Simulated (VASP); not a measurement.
# W (Im-3m) in VASP: single point with r2SCAN

Aim: the single point of W with r2SCAN.

Everything below comes from runs of VASP 6.6.1. Logs are shortened: lines on timing, memory, paths and dates and some standing lists are left out, and cuts for length are marked.

## 1. The cell of the first run

Symmetry: Im-3m, No. 229, cubic system. Conventional cell: a = 3.216 Å, b = 3.216 Å, c = 3.216 Å, α = 90.00°, β = 90.00°, γ = 90.00°. Within 3.7 Å of W (site symmetry m-3m) lie 14 W at 2.78 to 3.22 Å.

## 2. Single point, r2SCAN

File POSCAR:

```
W
1.0
   -1.6078496600      1.6078496600      1.6078496600
    1.6078496600     -1.6078496600      1.6078496600
    1.6078496600      1.6078496600     -1.6078496600
W
1
Direct
    0.0000000000      0.0000000000      0.0000000000
```

File INCAR.step1:

```
SYSTEM = W
PREC = Accurate ; ENCUT = 550
ISMEAR = -1 ; SIGMA = 0.1
LREAL = .FALSE. ; LASPH = .TRUE.
NELM = 120 ; NBANDS = 13
GGA = PE ; ALGO = Normal
EDIFF = 1E-5 ; LWAVE = .TRUE.
LCHARG = .FALSE. ; GGA_COMPAT = .FALSE.
```

File INCAR.step2:

```
SYSTEM = W
PREC = Accurate ; ENCUT = 550
EDIFF = 1E-6 ; ISMEAR = -1
SIGMA = 0.1 ; LREAL = .FALSE.
LASPH = .TRUE. ; NELM = 120
ALGO = Normal ; ISIF = 2
LWAVE = .FALSE. ; LCHARG = .FALSE.
METAGGA = R2SCAN ; LMIXTAU = .TRUE.
NBANDS = 13 ; ISTART = 1
GGA_COMPAT = .FALSE.
```

File KPOINTS:

```
Automatic mesh
0
G
  15 15 15
  0 0 0
```

Potentials or basis: VASP PAW PBE potentials, release 64 (W_sv).

Run with:

```console
$ cat potpaw_PBE.64/W_sv/POTCAR > POTCAR
$ cp INCAR.step1 INCAR
$ mpirun -np 1 vasp_std > vasp.out
$ cp INCAR.step2 INCAR
$ mpirun -np 1 vasp_std > vasp.out
```

OUTCAR:

```text
SYSTEM = W
   PREC = Accurate
   ENCUT = 550
   EDIFF = 1E-6
   ISMEAR = -1
   LREAL = .FALSE.
   LASPH = .TRUE.
   NELM = 120
   ISIF = 2
   METAGGA = R2SCAN
   ISTART = 1

 ion  position               nearest neighbor table
   1  0.000  0.000  0.000-

  LATTYP: Found a body centered cubic cell.
 ALAT       =     3.2156993200

  Lattice vectors:

 A1 = (  -1.6078496600,   1.6078496600,   1.6078496600)
 A2 = (   1.6078496600,  -1.6078496600,   1.6078496600)
 A3 = (   1.6078496600,   1.6078496600,  -1.6078496600)

Analysis of symmetry for initial positions (statically):
=====================================================================
 Subroutine PRICEL returns:
 Original cell was already a primitive cell.

 Routine SETGRP: Setting up the symmetry group for a
 body centered cubic supercell.

 Subroutine GETGRP returns: Found 48 space group operations
 (whereof 48 operations were pure point group operations)
 out of a pool of 48 trial point group operations.

The static configuration has the point symmetry O_h .

Analysis of symmetry for dynamics (positions and initial velocities):
=====================================================================
 Subroutine PRICEL returns:
 Original cell was already a primitive cell.

 Routine SETGRP: Setting up the symmetry group for a
 body centered cubic supercell.

 Subroutine GETGRP returns: Found 48 space group operations
 (whereof 48 operations were pure point group operations)
 out of a pool of 48 trial point group operations.

The dynamic configuration has the point symmetry O_h .

 Subroutine INISYM returns: Found 48 space group operations
 (whereof 48 operations are pure point group operations),
 and found     1 'primitive' translations

----------------------------------------------------------------------------------------

                                     Primitive cell

  volume of cell :      16.6263

  direct lattice vectors                    reciprocal lattice vectors
    -1.607849660  1.607849660  1.607849660     0.000000000  0.310974348  0.310974348
     1.607849660 -1.607849660  1.607849660     0.310974348  0.000000000  0.310974348
     1.607849660  1.607849660 -1.607849660     0.310974348  0.310974348  0.000000000

  length of vectors
     2.784877302  2.784877302  2.784877302     0.439784141  0.439784141  0.439784141

  position of ions in fractional coordinates (direct lattice)
     0.000000000  0.000000000  0.000000000

  ion indices of the primitive-cell ions
   primitive index   ion index
[... 76 lines left out ...]
   NSW    =      0    number of steps for IOM
   IBRION =     -1    ionic relax: 0-MD 1-quasi-New 2-CG
   NFREE  =      0    steps in history (QN), initial steepest desc. (CG)
   ISIF   =      2    stress and relaxation
   ISYM   =      2    0-nonsym 1-usesym 2-fastsym
   POTIM  = 0.5000    time-step for ionic-motion
   TEBEG  =    0.0;   TEEND  =   0.0 temperature during run
   PSTRESS=    0.0 pullay stress
   NELECT =      14.0000    total number of electrons
   NUPDOWN=      -1.0000    fix difference up-down
   EMIN   =  10.00;   EMAX   =-10.00  energy-range for DOS
   EFERMI =   0.00;   METHOD = LEGACY
   ISMEAR =    -1;   SIGMA  =   0.10  broadening in eV -4-tet -1-fermi 0-gaus
   EFERMI_NEDOS =   21; number of points for ismear=-14 and -15
   IALGO  =     38    algorithm
   IMIX   =      4    mixing-type and parameters
     AMIX     =   0.40;   BMIX     =  1.00
     AMIX_MAG =   1.60;   BMIX_MAG =  1.00
  volume/ion in A,a.u.               =      16.63       112.20
  Fermi-wavevector in a.u.,A,eV,Ry     =   1.545914  2.921354 32.515896  2.389851
  Thomas-Fermi vector in A             =   2.651225
   LORBIT       =      0    0 simple, 1 ext, 2 COOP (PROOUT), +10 PAW based schemes
   METAGGA = R2SCAN    functional components
   LHFCALC =     F    Hartree Fock is set to
   AEXX    =    0.0000 exact exchange contribution
   IVDW    =     0    specifies the selected vdW correction
   LEPSILON=     F    determine dielectric tensor
   LRPA    =     F    only Hartree local field effects (RPA)
 non-spin polarized calculation
  energy-cutoff  :      550.00
  volume of cell :       16.63
 maximum number of plane-waves:       496
 NGX is ok and might be reduce to    24
   NGX = 11   NGY = 11   NGZ = 11

 number of electron      14.0000000 magnetization

 Free energy of the ion-electron system (eV)
  ---------------------------------------------------
  ext. energy  EPLUGINS =         0.00000000
  ---------------------------------------------------
  free energy    TOTEN  =       -51.33245298 eV

  energy without entropy =      -51.31937829  energy(sigma->0) =      -51.32591563

 E-fermi :  10.5684     XC(G=0): -14.6529

 val. band max:       10.5283968530   @ k =  -0.3333   0.4000   0.2667
 cond. band min:      10.6284637174   @ k =   0.4667   0.0667   0.0000
 fundamental gap:      0.1000668644
 Fermi energy:        10.5684112173

 k-point     1 :       0.0000    0.0000    0.0000
  band No.  band energies     occupation
      1     -65.5714      2.00000
      2     -28.5005      2.00000
      3     -28.5005      2.00000
      4     -28.5005      2.00000
      5       0.7543      2.00000
      6       9.4058      1.99998
      7       9.4058      1.99998
      8       9.4058      1.99998
      9      13.0653      0.00000
     10      13.0653      0.00000
     11      25.7612      0.00000
     12      25.7612      0.00000
     13      25.7612      0.00000
[... 354 lines left out ...]
  band No.  band energies     occupation
      1     -65.4393      2.00000
      2     -29.5329      2.00000
      3     -29.0485      2.00000
      4     -28.6193      2.00000
      5       5.5473      2.00000
      6       7.3236      2.00000
      7       9.0985      2.00000
      8      12.7334      0.00000
      9      14.0984      0.00000
     10      18.7339      0.00000
     11      19.9239      0.00000
     12      23.8658      0.00000
     13      26.8667      0.00000

 [... further k-points ...]
[... 5 lines left out ...]
  --------------------------------------------------------------------------------------
  -------------------------------------------------------------------------------------
  Total       -1.2314801     -1.2314801     -1.2314801      0.0000000     -0.0000000      0.0000000
  in kB     -118.6701979   -118.6701979   -118.6701979      0.0000000     -0.0000000      0.0000000
  external PRESSURE =    -118.6701979 kB  Pullay stress =       0.0000000 kB

 VOLUME and BASIS-vectors are now :
 -----------------------------------------------------------------------------
  energy-cutoff  :      550.00
  volume of cell :       16.63
      direct lattice vectors                 reciprocal lattice vectors
    -1.607849660  1.607849660  1.607849660     0.000000000  0.310974348  0.310974348
     1.607849660 -1.607849660  1.607849660     0.310974348  0.000000000  0.310974348
     1.607849660  1.607849660 -1.607849660     0.310974348  0.310974348  0.000000000

 POSITION                                       TOTAL-FORCE (eV/Angst)
 -----------------------------------------------------------------------------------
      0.00000      0.00000      0.00000        -0.000000      0.000000     -0.000000
 -----------------------------------------------------------------------------------
    total drift:                                0.000000      0.000000      0.000000

  FREE ENERGIE OF THE ION-ELECTRON SYSTEM (eV)
  ---------------------------------------------------
  free  energy   TOTEN  =       -51.3324529780 eV

  energy  without entropy=      -51.3193782865  energy(sigma->0) =      -51.32591563
```

Wall time 69 s (1 thread of Intel Xeon Platinum 8375C at 2.90GHz (Ice Lake), shared host); peak memory 0.16 GiB.

What came out:

| Property | Result |
| --- | --- |
| Free energy | -51.3325 eV |
| Pressure | -11.9 GPa |
| Band gap on the k mesh | zero (band 7 reaches 15.11 eV, above the bottom of band 8 at 9.41 eV) |

Levels at points of the mesh, in eV from the Fermi level:
```csv
k point,band 3,band 4,band 5,band 6,band 7,band 8,band 9,band 10,band 11,band 12
"(0.00, 0.00, 0.00)",-39.07,-39.07,-9.81,-1.16,-1.16,-1.16,2.50,2.50,15.19,15.19
```

Caveat: the PAW data sets were made with another functional, which shifts forces and pressure a little; spin-orbit coupling is left out, which moves the levels of the heavy elements.
